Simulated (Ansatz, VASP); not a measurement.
# One calculation of Ir, two programs

```
Ir
1.0
     0.00000    1.90682    1.90682
     1.90682    0.00000    1.90682
     1.90682    1.90682    0.00000
Ir
1
Cartesian
  0.0000 0.0000 0.0000
```

Change from the starting cell: volume scaled by 0.98.

Alike in both runs: task single point; functional PBE; k mesh 15 × 15 × 15; occupations fermi-dirac, width 0.05 eV; no spin polarisation.

```csv
,VASP,Ansatz
version,VASP 6.6.1,Ansatz 0.2.0
potentials or method,"VASP PAW PBE potentials, release 64 (Ir), cutoff 520 eV","all-electron LAPW, scalar-relativistic"
```

Ansatz gave:

- pressure (GPa): 17.2

Q: Which values does VASP return?

A: Pressure (GPa): 18.0.

Ansatz ran all-electron here, and VASP with PAW potentials.

Spin-orbit coupling is off throughout.
